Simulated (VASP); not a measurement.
Input of a VASP 6.6.1 run:

Contents of INCAR:

```
SYSTEM = Na7H8
ALGO = Normal
EDIFF = 1E-6
ENCUT = 520
GGA = PE
ISIF = 2
ISMEAR = 1
LASPH = .TRUE.
LCHARG = .TRUE.
LELF = .TRUE.
LREAL = Auto
LVHAR = .TRUE.
LWAVE = .FALSE.
NBANDS = 42
NELM = 60
PREC = Accurate
SIGMA = 0.15
```

File KPOINTS:

```
k-points
0
G
  3 3 3
  0 0 0
```

Contents of POSCAR:

```
Na7H8
1.0
    0.0000000000      4.8511220000      4.8511220000
    4.8511220000      0.0000000000      4.8511220000
    4.8511220000      4.8511220000      0.0000000000
H Na
8 7
Direct
    0.2397631929      0.2429913121      0.2397223776
    0.2997254037      0.2498377695      0.7004120902
    0.2398268895      0.7772462742      0.2397702016
    0.2856889602      0.7498572495      0.7143796837
    0.7006334823      0.2496165835      0.2998981473
    0.7604968500      0.2565886820      0.7605708535
    0.7145160439      0.7496611093      0.2859531259
    0.7605037556      0.7222058114      0.7605876537
    0.0047468400     -0.0237717171      0.5425597418
    0.0001673840      0.2498912623      0.0000789508
   -0.0045476077      0.5233826319      0.4576219687
    0.5432575186     -0.0240011486      0.0045411144
    0.5000326729     -0.0006110957      0.5001600661
    0.4570469471      0.5235055931     -0.0042657142
    0.5001032751      0.5001921205      0.5001414106
```

Potentials or basis: VASP PAW PBE potentials, release 64 (H, Na_pv).

Command:

```sh
$ cat potpaw_PBE.64/H/POTCAR potpaw_PBE.64/Na_pv/POTCAR > POTCAR
$ mpirun -np 1 vasp_std > vasp.out
```

Predict the pressure.

0.1 GPa.

What does it give for the largest force?

0.022 eV/Å.

Forces in eV/Å, atoms in the order of the input:
```
H    0.008  0.009  0.008
H   -0.011  0.000  0.011
H   -0.008  0.009 -0.008
H   -0.001  0.001  0.001
H    0.011  0.001 -0.011
H   -0.008 -0.009 -0.008
H    0.001 -0.001 -0.001
H    0.008 -0.009  0.008
Na  -0.002 -0.021  0.002
Na   0.001  0.000 -0.001
Na   0.002  0.022 -0.002
Na   0.004 -0.021 -0.003
Na  -0.008  0.000 -0.007
Na  -0.004  0.021  0.004
Na   0.007  0.000  0.007
```

Caveat: the k points lie up to 0.37 Å⁻¹ apart.
